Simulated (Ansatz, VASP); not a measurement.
**BN: VASP beside Ansatz**

Contents of INCAR:

```
SYSTEM = BN
ALGO = Normal
EDIFF = 1E-6
ENCUT = 520
GGA = PE
ISIF = 2
ISMEAR = 0
LASPH = .TRUE.
LCHARG = .TRUE.
LELF = .TRUE.
LREAL = .FALSE.
LVHAR = .TRUE.
LWAVE = .FALSE.
NBANDS = 16
NELM = 60
PREC = Accurate
SIGMA = 0.05
```

The input KPOINTS:

```
k-points
0
G
  12 12 6
  0 0 0
```

The input POSCAR:

```
BN
1.0
    2.5539396017      0.0000000000      0.0000000000
   -1.2769698009      2.2117765748      0.0000000000
    0.0000000000      0.0000000000      4.2268550000
B N
2 2
Direct
    0.6033513803      0.2067027605      0.9997240000
    0.3966486197      0.7932972395      0.4997240000
    0.7344854517      0.4689709033      0.6252760000
    0.2655145483      0.5310290967      0.1252760000
```

Input for Ansatz:

```yaml
crystal:
  lattice:
    - [2.5539396017, 0.0, 0.0]
    - [-1.2769698009, 2.2117765748, 0.0]
    - [0.0, 0.0, 4.226855]
  atoms:
    - { symbol: B, position: [0.6033513803, 0.2067027605, 0.999724] }
    - { symbol: B, position: [0.3966486197, 0.7932972395, 0.499724] }
    - { symbol: "N", position: [0.7344854517, 0.4689709033, 0.625276] }
    - { symbol: "N", position: [0.2655145483, 0.5310290967, 0.125276] }
basis:
  ecutwfc: 420
kpoints:
  mp_grid: { grid: [12, 12, 6] }
hamiltonian:
  xc: pbe
scf:
  occupations: { method: gaussian, width: 0.05 }
output:
  forces: true
  stress: true
  eigenvalues: true
  write_density: true
  write_potential: true
  elf: true
  volumetric_format: npy
```

Change from the starting cell: mode 4 (471.6 1/cm) frozen in, largest displacement -0.300 Å.

Alike in both runs: task single point; functional PBE; k mesh 12 × 12 × 6; occupations gaussian, width 0.05 eV; no spin polarisation.

|  | VASP | Ansatz |
| --- | --- | --- |
| version | VASP 6.6.1 | Ansatz 0.2.0 |
| potentials or method | VASP PAW PBE potentials, release 64 (B, N), cutoff 520 eV | scalar-relativistic, plane waves, PAW |
| valence electrons in the cell | 16 | 16 |

Ansatz gave:

| Quantity | Value |
| --- | --- |
| gap on the k mesh at the Fermi level (eV) | 2.57 |
| least direct gap on the mesh (eV) | 4.74 |
| pressure (GPa) | -1.1 |
| traceless stress, the component that is largest in VASP (GPa) | -30.75 |
| rms of the force components (eV/Å) | 1.549 |

Question: Estimate VASP's values.

Answer: gap on the k mesh at the Fermi level (eV): 2.57; least direct gap on the mesh (eV): 4.74; pressure (GPa): -0.9; traceless stress, the component that is largest in VASP (GPa): -30.65; rms of the force components (eV/Å): 1.548.

Atom by atom the forces differ by 0.006 eV/Å (rms over components). The functional is the same, so the differences come from potentials, cutoffs and numerics.
